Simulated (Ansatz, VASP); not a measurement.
**ScF3 in VASP and in Ansatz**

Contents of INCAR:

```
PREC = Accurate
ENCUT = 520
EDIFF = 1E-8
ISMEAR = -1
SIGMA = 0.02
LREAL = False
LASPH = True
NELM = 60
ALGO = Normal
ISIF = 2
LWAVE = False
LCHARG = False
GGA = CA
LEFG = True
NBANDS = 24
```

The input KPOINTS:

```
regular mesh
0
Gamma
  6 6 6
```

The input POSCAR:

```
ScF3
1.0
    3.9990303345      0.0000000000      0.0000000000
    0.0000000000      3.9990303345      0.0000000000
    0.0000000000      0.0000000000      3.9990303345
Sc F
1 3
Direct
    0.0000000000      0.0000000000      0.0000000000
    0.5000000000      0.0000000000      0.0000000000
    0.0000000000      0.5000000000      0.0000000000
    0.0000000000      0.0000000000      0.5000000000
```

Input for Ansatz:

```yaml
crystal:
  lattice:
    - [3.9990303345, 0.0, 0.0]
    - [0.0, 3.9990303345, 0.0]
    - [0.0, 0.0, 3.9990303345]
  atoms:
    - { symbol: Sc, position: [0.0, 0.0, 0.0] }
    - { symbol: F, position: [0.5, 0.0, 0.0] }
    - { symbol: F, position: [0.0, 0.5, 0.0] }
    - { symbol: F, position: [0.0, 0.0, 0.5] }
kpoints:
  mp_grid: { grid: [6, 6, 6] }
scf:
  occupations: { method: fermi_dirac, width: 0.02 }
hamiltonian:
  xc: lda
  pseudopotentials: { kind: paw }
output:
  forces: true
  stress: true
  eigenvalues: true
  efg: { contact_densities: true }
```

Change from the starting cell: volume scaled by 0.99, PAW files.

Alike in both runs: task electric field gradients; functional LDA; k mesh 6 × 6 × 6; occupations fermi-dirac, width 0.02 eV; no spin polarisation.

```csv
,VASP,Ansatz
version,VASP 6.6.1,Ansatz 0.2.0
potentials or method,"VASP PAW LDA potentials, release 64 (Sc_sv, F)","PAW with Ansatz's default frozen-core files, scalar-relativistic"
plane-wave cutoff (eV),520,420
valence electrons in the cell,32,32
```

|  | VASP | Ansatz | Ansatz less VASP |
| --- | --- | --- | --- |
| gap on the k mesh at the Fermi level (eV) | 6.24 | 6.26 | +0.028 |
| pressure (GPa) | -1.3 | -2.0 | -0.69 |
| size of Vzz on the site where it differs most (V/Å²) | 54.1 | 56.0 | +1.84 |

LDA's correlation is that of Perdew and Zunger in VASP and of Perdew and Wang (1992) in Ansatz.
